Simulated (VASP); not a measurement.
Set up this calculation in VASP 6.6.1, as the native input.

| Item | Value |
| --- | --- |
| Task | single point |
| Functional | PBEsol |
| Potentials or basis | VASP PAW PBE potentials, release 64 (Cd, Au) |
| Cutoff | 520 eV |
| k mesh | 14 × 14 × 14 |
| Occupations | gaussian, width 0.15 eV |
| Spin | no spin polarisation |
| Dipole correction | no |
| Further INCAR settings | ALGO = Fast; EDIFF = 1e-06; NBANDS = 18 |

The structure of CdAu lies in POSCAR:

```
CdAu
1.0
    3.3400000000      0.0000000000      0.0000000000
    0.0000000000      3.3400000000      0.0000000000
    0.0000000000      0.0000000000      3.3400000000
Cd Au
1 1
Direct
    0.5000000000      0.5000000000      0.5000000000
    0.0000000000      0.0000000000      0.0187125749
```

This cell differs from its parent crystal: all Au atoms moved +0.062 Å, as atom 2 along Cartesian [0 0 1].

These files were run (other wordings do the same):

INCAR

```
SYSTEM = CdAu
PREC = Accurate ; ENCUT = 520
EDIFF = 1E-6 ; ISMEAR = 0
SIGMA = 0.15 ; LREAL = .FALSE.
LASPH = .TRUE. ; NELM = 60
ALGO = Fast ; ISIF = 2
LWAVE = .FALSE. ; LCHARG = .TRUE.
GGA = PS ; LELF = .TRUE.
LVHAR = .TRUE. ; NBANDS = 18
```

KPOINTS

```
Automatic mesh
0
G
  14 14 14
  0 0 0
```

Potentials or basis: VASP PAW PBE potentials, release 64 (Cd, Au).

Launch:

```bash
$ cat potpaw_PBE.64/Cd/POTCAR potpaw_PBE.64/Au/POTCAR > POTCAR
$ mpirun -np 1 vasp_std > vasp.out
```

Results of the run:

The pressure is -1.6 GPa. The largest force is 0.228 eV/Å.

Caveat: the cell differs from its parent crystal (all Au atoms moved +0.062 Å, as atom 2 along Cartesian [0 0 1]); the PAW data sets were made with another functional, which shifts forces and pressure a little.

It took 64 s on 1 thread of Intel(R) Xeon(R) 6975P-C (Granite Rapids) (shared host), peak memory 0.31 GiB.
